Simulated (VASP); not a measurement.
# Rh (Cmcm) in VASP: notebook

Runs on Rh. Level: PBEsol. Tasks: single point.

All numbers are computed with VASP 6.6.1; they aren't measurements. Logs are shortened: lines on timing, memory, paths and dates and some standing lists are left out, and cuts for length are marked.

## 1. The cell of the first run

The structure is orthorhombic, space group Cmcm (No. 63). The conventional cell has a = 2.577 Å, b = 4.804 Å, c = 8.728 Å, α = 90.00°, β = 90.00°, γ = 90.00°. Rh (site symmetry 2/m) has 12 Rh at 2.58 to 2.73 Å within 3.4 Å. Rh (site symmetry m2m) has 12 Rh at 2.58 to 2.73 Å within 3.4 Å.

## 2. Single point, PBEsol

The input, INCAR:

```
SYSTEM = Rh
  ALGO = Fast
  EDIFF = 1E-6
  ENCUT = 520
  GGA = PS
  ISIF = 2
  ISMEAR = 0
  LASPH = .TRUE.
  LCHARG = .FALSE.
  LREAL = .FALSE.
  LWAVE = .FALSE.
  NBANDS = 38
  NELM = 60
  PREC = Accurate
  SIGMA = 0.15
```

The input, KPOINTS:

```
k-points
0
G
  18 18 6
  0 0 0
```

The input, POSCAR:

```
Rh
1.0
    2.5773716593      0.0000000000      0.0000000000
   -1.2886858297      2.4021449979      0.0000000000
    0.0000000000      0.0000000000      8.7275109659
Rh
4
Direct
    0.0000000000      0.0000000000      0.0000000000
    0.3333333333      0.6666666667      0.2500000000
    0.0000000000      0.0000000000      0.5000000000
    0.6666666667      0.3333333333      0.7500000000
```

Potentials or basis: VASP PAW PBE potentials, release 64 (Rh_pv).

The run is started by

```bash
$ cat potpaw_PBE.64/Rh_pv/POTCAR > POTCAR
$ mpirun -np 1 vasp_std > vasp.out
```

OUTCAR:

```text
SYSTEM = Rh
   EDIFF = 1E-6
   ENCUT = 520
   GGA = PS
   ISIF = 2
   ISMEAR = 0
   LASPH = .TRUE.
   LREAL = .FALSE.
   NELM = 60
   PREC = Accurate

 ion  position               nearest neighbor table
   1  0.000  0.000  0.000-   2 2.66   4 2.66   4 2.66   2 2.66   4 2.71   2 2.71
   2  0.333  0.667  0.250-   1 2.66   3 2.66   1 2.66   3 2.66   1 2.71   3 2.71
   3  0.000  0.000  0.500-   2 2.66   4 2.66   4 2.66   2 2.66   4 2.71   2 2.71
   4  0.667  0.333  0.750-   1 2.66   3 2.66   1 2.66   3 2.66   1 2.71   3 2.71

  LATTYP: Found a base centered orthorhombic cell.
 ALAT       =     2.5773716593
 B/A-ratio  =     1.8640268579
 C/A-ratio  =     3.3862058405

  Lattice vectors:

 A1 = (   1.2886858297,  -2.4021449979,   0.0000000000)
 A2 = (   1.2886858296,   2.4021449979,   0.0000000000)
 A3 = (   0.0000000000,   0.0000000000,   8.7275109659)

Analysis of symmetry for initial positions (statically):
=====================================================================
 Subroutine PRICEL returns:
 Original cell was already a primitive cell.

 Routine SETGRP: Setting up the symmetry group for a
 base centered orthorhombic supercell.

 Subroutine GETGRP returns: Found  8 space group operations
 (whereof  4 operations were pure point group operations)
 out of a pool of  8 trial point group operations.

The static configuration has the point symmetry C_2h.
 The point group associated with its full space group is D_2h.

Analysis of symmetry for dynamics (positions and initial velocities):
=====================================================================
 Subroutine PRICEL returns:
 Original cell was already a primitive cell.

 Routine SETGRP: Setting up the symmetry group for a
 base centered orthorhombic supercell.

 Subroutine GETGRP returns: Found  8 space group operations
 (whereof  4 operations were pure point group operations)
 out of a pool of  8 trial point group operations.

The dynamic configuration has the point symmetry C_2h.
 The point group associated with its full space group is D_2h.

 Subroutine INISYM returns: Found  8 space group operations
 (whereof  4 operations are pure point group operations),
 and found     1 'primitive' translations

----------------------------------------------------------------------------------------

                                     Primitive cell

  volume of cell :      54.0339

[... 91 lines left out ...]
   NELM   =     60;   NELMIN=  2; NELMDL= -5     # of ELM steps
   EDIFF  = 0.1E-05   stopping-criterion for ELM
   LREAL  =      F    real-space projection
   EDIFFG = 0.1E-04   stopping-criterion for IOM
   NSW    =      0    number of steps for IOM
   IBRION =     -1    ionic relax: 0-MD 1-quasi-New 2-CG
   NFREE  =      0    steps in history (QN), initial steepest desc. (CG)
   ISIF   =      2    stress and relaxation
   ISYM   =      2    0-nonsym 1-usesym 2-fastsym
   POTIM  = 0.5000    time-step for ionic-motion
   TEBEG  =    0.0;   TEEND  =   0.0 temperature during run
   PSTRESS=    0.0 pullay stress
   NELECT =      60.0000    total number of electrons
   NUPDOWN=      -1.0000    fix difference up-down
   EMIN   =  10.00;   EMAX   =-10.00  energy-range for DOS
   EFERMI =   0.00;   METHOD = LEGACY
   ISMEAR =     0;   SIGMA  =   0.15  broadening in eV -4-tet -1-fermi 0-gaus
   EFERMI_NEDOS =   21; number of points for ismear=-14 and -15
   IALGO  =     68    algorithm
   IMIX   =      4    mixing-type and parameters
     AMIX     =   0.40;   BMIX     =  1.00
     AMIX_MAG =   1.60;   BMIX_MAG =  1.00
  volume/ion in A,a.u.               =      13.51        91.16
  Fermi-wavevector in a.u.,A,eV,Ry     =   1.695260  3.203577 39.101879  2.873907
  Thomas-Fermi vector in A             =   2.776336
   LORBIT       =      0    0 simple, 1 ext, 2 COOP (PROOUT), +10 PAW based schemes
   GGA     = PS    functional components
   LHFCALC =     F    Hartree Fock is set to
   AEXX    =    0.0000 exact exchange contribution
   IVDW    =     0    specifies the selected vdW correction
   LEPSILON=     F    determine dielectric tensor
   LRPA    =     F    only Hartree local field effects (RPA)
 non-spin polarized calculation
 RMM-DIIS sequential band-by-band and
 Gauss-broadening in eV      SIGMA  =   0.15
  energy-cutoff  :      520.00
  volume of cell :       54.03
 maximum number of plane-waves:      1480
   NGX =  9   NGY = 11   NGZ = 33

 number of electron      59.9999993 magnetization

 Free energy of the ion-electron system (eV)
  ---------------------------------------------------
  ext. energy  EPLUGINS =         0.00000000
  ---------------------------------------------------
  free energy    TOTEN  =       -32.33644373 eV

  energy without entropy =      -32.27217618  energy(sigma->0) =      -32.30430995

 E-fermi :  12.1092     XC(G=0): -14.3277

 val. band max:       12.1091796031   @ k =   0.2222   0.1111   0.3333
 cond. band min:      12.1099072634   @ k =   0.0000   0.3333   0.1667
 fundamental gap:      0.0007276604
 Fermi energy:        12.1092296235

 k-point     1 :       0.0000    0.0000    0.0000
  band No.  band energies     occupation
      1     -35.0602      2.00000
      2     -34.6777      2.00000
      3     -34.6740      2.00000
      4     -34.3864      2.00000
      5     -34.3537      2.00000
      6     -34.3483      2.00000
[... 973 lines left out ...]
     37      20.6812      0.00000
     38      26.3449      0.00000

 [... further k-points ...]

------------------------ aborting loop because EDIFF is reached ----------------------------------------

  FORCE on cell =-STRESS in cart. coord.  units (eV):
  Direction    XX          YY          ZZ          XY          YZ          ZX
  --------------------------------------------------------------------------------------
  -------------------------------------------------------------------------------------
  Total        5.4856084     -3.7071787      0.0754650      0.0000000      0.0000000      0.0000000
  in kB      162.6554856   -109.9227124      2.2376361      0.0000000      0.0000000      0.0000000
  external PRESSURE =      18.3234698 kB  Pullay stress =       0.0000000 kB

 VOLUME and BASIS-vectors are now :
 -----------------------------------------------------------------------------
  energy-cutoff  :      520.00
  volume of cell :       54.03
      direct lattice vectors                 reciprocal lattice vectors
     2.577371659  0.000000000  0.000000000     0.387992161  0.208147302  0.000000000
    -1.288685830  2.402144998  0.000000000     0.000000000  0.416294604  0.000000000
     0.000000000  0.000000000  8.727510966     0.000000000  0.000000000  0.114580206

 POSITION                                       TOTAL-FORCE (eV/Angst)
 -----------------------------------------------------------------------------------
      0.00000      0.00000      0.00000         0.000000      0.000000      0.000000
     -0.00000      1.60143      2.18188         0.000000     -0.155105     -0.000000
      0.00000      0.00000      4.36376         0.000000      0.000000      0.000000
      1.28869      0.80071      6.54563        -0.000000      0.155105      0.000000
 -----------------------------------------------------------------------------------
    total drift:                                0.000000     -0.000000      0.000000

  FREE ENERGIE OF THE ION-ELECTRON SYSTEM (eV)
  ---------------------------------------------------
  free  energy   TOTEN  =       -32.3364437258 eV

  energy  without entropy=      -32.2721761826  energy(sigma->0) =      -32.30430995
```

OSZICAR:

```text
N       E                     dE             d eps       ncg     rms          rms(c)
DAV:   1     0.772215780140E+03    0.77222E+03   -0.36640E+04 28208   0.184E+03
DAV:   2    -0.923016662235E+01   -0.78145E+03   -0.75919E+03 28916   0.575E+02
DAV:   3    -0.345537808460E+02   -0.25324E+02   -0.24649E+02 30672   0.113E+02
DAV:   4    -0.347969345668E+02   -0.24315E+00   -0.24289E+00 30642   0.112E+01
DAV:   5    -0.348010430445E+02   -0.41085E-02   -0.41084E-02 30706   0.147E+00    0.233E+01
RMM:   6    -0.324238996506E+02    0.23771E+01   -0.68284E+00 27748   0.175E+01    0.767E+00
RMM:   7    -0.323641182529E+02    0.59781E-01   -0.59727E-01 28380   0.406E+00    0.308E+00
RMM:   8    -0.324034203702E+02   -0.39302E-01   -0.14236E-01 28559   0.232E+00    0.282E+00
RMM:   9    -0.323408759543E+02    0.62544E-01   -0.76892E-02 28432   0.199E+00    0.892E-01
RMM:  10    -0.323363881576E+02    0.44878E-02   -0.12146E-02 29431   0.792E-01    0.435E-02
RMM:  11    -0.323364436880E+02   -0.55530E-04   -0.77831E-04 29670   0.188E-01    0.275E-02
RMM:  12    -0.323364440842E+02   -0.39614E-06   -0.11835E-04 30853   0.943E-02    0.859E-03
RMM:  13    -0.323364430373E+02    0.10468E-05   -0.30302E-05 33027   0.435E-02    0.593E-03
RMM:  14    -0.323364441966E+02   -0.11593E-05   -0.79114E-06 28553   0.255E-02    0.188E-03
RMM:  15    -0.323364437258E+02    0.47079E-06   -0.31921E-06 19467   0.150E-02
   1 F= -.32336444E+02 E0= -.32304310E+02  d E =-.642675E-01
```

stdout:

```text
POSCAR found type information on POSCAR Rh
 POSCAR found :  1 types and       4 ions
 scaLAPACK will be used
 -----------------------------------------------------------------------------
|                                                                             |
|                                                                             |
|     You enforced a specific xc type in the INCAR file but a different       |
|     I HOPE YOU KNOW WHAT YOU ARE DOING!                                     |
|                                                                             |
 -----------------------------------------------------------------------------

 LDA part: xc-table for (Slater+PW92), standard interpolation
 POSCAR, INCAR and KPOINTS ok, starting setup
 FFT: planning ... GRIDC
 FFT: planning ... GRID_SOFT
 FFT: planning ... GRID
 WAVECAR not read
 entering main loop
```

Wall time 8.3 min (1 thread of Intel Xeon Platinum 8488C (Sapphire Rapids), shared host); peak memory 0.56 GiB.

What came out:

```yaml
Free_energy: -32.3364 eV
Pressure: 1.8 GPa
Largest_force: 0.155 eV/Å
Band_gap_on_the_k_mesh: zero (bands 30 and 31 overlap by 1.95 eV)
```

Forces on the atoms (eV/Å):
```
Rh   0.000  0.000  0.000
Rh   0.000 -0.155  0.000
Rh   0.000  0.000  0.000
Rh   0.000  0.155  0.000
```

Levels at points of the mesh, in eV from the Fermi level:
```
           k point  band 28  band 29  band 30  band 31  band 32  band 33
(0.00, 0.00, 0.00)    -1.68    -1.24    -1.03    -0.72    -0.51    -0.17
(0.50, 0.00, 0.00)     0.66     0.69     0.71     0.99     1.16     1.43
(0.00, 0.50, 0.00)     0.58     0.62     0.71     0.76     0.87     0.92
(0.00, 0.00, 0.50)    -1.36    -1.23    -1.23    -0.93    -0.93    -0.05
(0.50, 0.00, 0.50)    -0.21     0.63     0.63     0.84     0.84     3.11
(0.00, 0.50, 0.50)     0.08     0.51     0.51     0.75     0.75     2.54
```

Caveat: the cell differs from its parent crystal (strain +e along x and -e along y -0.0367, strain +e along z and -e/2 along x and y +0.0000); the stress differs along the axes, from -11 to 16 GPa; the PAW data sets were made with another functional, which shifts forces and pressure a little.

## 3. Single point, PBEsol

The input, INCAR:

```
ALGO = Fast
EDIFF = 1E-6
ENCUT = 520
GGA = PS
ISIF = 2
ISMEAR = 0
LASPH = T
LCHARG = F
LREAL = F
LWAVE = F
NBANDS = 38
NELM = 60
PREC = Accurate
SIGMA = 0.15
```

The input, KPOINTS:

```
k-points
0
Gamma
  18 18 6
```

The input, POSCAR:

```
Rh
1.0
    2.4793122061      0.0000000000      0.0000000000
   -1.2396561030      2.3172230203      0.0000000000
    0.0000000000      0.0000000000      9.3672375197
Rh
4
Direct
    0.0000000000      0.0000000000      0.0000000000
    0.3333333333      0.6666666667      0.2500000000
    0.0000000000      0.0000000000      0.5000000000
    0.6666666667      0.3333333333      0.7500000000
```

Potentials or basis: VASP PAW PBE potentials, release 64 (Rh_pv).

The run is started by

```bash
$ cat potpaw_PBE.64/Rh_pv/POTCAR > POTCAR
$ mpirun -np 1 vasp_std > vasp.out
```

It took 15 min on 1 thread of Intel Xeon 8259CL, shared host; peak memory 0.56 GiB.

It converged, with:

```
Free energy            : -31.7625 eV
Pressure               : 7.9 GPa
Largest force          : 0.099 eV/Å
Band gap on the k mesh : zero (bands 30 and 31 overlap by 2.41 eV)
```

Forces in eV/Å, atoms in the order of the input:
```
Rh   0.000  0.000  0.000
Rh   0.000 -0.099  0.000
Rh   0.000  0.000  0.000
Rh   0.000  0.099  0.000
```

Stress tensor (GPa, compression positive):
```
 40.45   0.00   0.00
  0.00   4.27   0.00
  0.00   0.00 -20.99
```

Levels at points of the mesh, in eV from the Fermi level:
| k point | band 27 | band 28 | band 29 | band 30 | band 31 | band 32 | band 33 | band 34 |
| --- | --- | --- | --- | --- | --- | --- | --- | --- |
| (0.00, 0.00, 0.00) | -2.10 | -1.12 | -0.71 | -0.56 | -0.35 | -0.35 | -0.20 | 0.00 |
| (0.50, 0.00, 0.00) | 0.33 | 0.68 | 1.18 | 1.22 | 1.33 | 1.45 | 1.84 | 2.74 |
| (0.00, 0.50, 0.00) | 0.64 | 0.81 | 1.00 | 1.03 | 1.09 | 1.12 | 1.18 | 1.87 |
| (0.00, 0.00, 0.50) | -1.91 | -1.91 | -0.92 | -0.92 | -0.52 | -0.52 | 0.05 | 0.05 |
| (0.50, 0.00, 0.50) | -0.25 | -0.25 | 1.19 | 1.19 | 1.30 | 1.30 | 3.33 | 3.33 |
| (0.00, 0.50, 0.50) | 0.17 | 0.17 | 1.05 | 1.05 | 1.16 | 1.16 | 2.70 | 2.70 |

Caveat: the cell differs from its parent crystal (strain +e along x and -e along y -0.0367, strain +e along z and -e/2 along x and y +0.0733); the stress differs along the axes, from -21 to 40 GPa; the PAW data sets were made with another functional, which shifts forces and pressure a little.
